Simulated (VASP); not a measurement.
Set up this calculation in VASP 6.6.1, as the native input.

- Task: electric field gradients
- Functional: PBEsol
- Potentials or basis: VASP PAW PBE potentials, release 64 (W_sv, C)
- Cutoff: 520 eV
- k mesh: 13 × 13 × 12
- Occupations: fermi-dirac, width 0.05 eV
- Spin: no spin polarisation
- Dipole correction: no
- Further INCAR settings: ALGO = Normal; EDIFF = 1e-08; NBANDS = 16

The structure of WC lies in POSCAR:

```
WC
1.0
    2.9005014360      0.0000000000      0.0000000000
   -1.4502507180      2.5119079273      0.0000000000
    0.0000000000      0.0000000000      2.8572900000
W C
1 1
Direct
    0.0000000000      0.0000000000      0.0000000000
    0.6666666667      0.3333333333      0.5000000000
```

This cell differs from its parent crystal: zz strain of +1 %.

One way to write it, as run:

INCAR

```
ALGO = Normal
EDIFF = 1E-8
ENCUT = 520
GGA = PS
ISIF = 2
ISMEAR = -1
LASPH = T
LCHARG = F
LEFG = T
LREAL = F
LWAVE = F
NBANDS = 16
NELM = 80
PREC = Accurate
SIGMA = 0.05
```

KPOINTS

```
k-points
0
Gamma
  13 13 12
```

Potentials or basis: VASP PAW PBE potentials, release 64 (W_sv, C).

The run is started by

```sh
$ cat potpaw_PBE.64/W_sv/POTCAR potpaw_PBE.64/C/POTCAR > POTCAR
$ mpirun -np 1 vasp_std > vasp.out
```

Results of the run:

- Pressure: -3.9 GPa
- Band gap on the k mesh: zero (band 9 reaches 11.54 eV, above the bottom of band 10 at 10.29 eV)

Caveat: the cell differs from its parent crystal (zz strain of +1 %); without QUAD_EFG the Cq values of the log hold for a quadrupole moment of 1 mb, not for the nuclei; the PAW data sets were made with another functional, which shifts forces and pressure a little; spin-orbit coupling is left out, which moves the levels of the heavy elements.

It took 41 s on 1 thread of Intel(R) Xeon(R) Platinum 8259CL CPU @ 2.50GHz (Skylake/Cascade Lake) (shared host), peak memory 0.17 GiB.
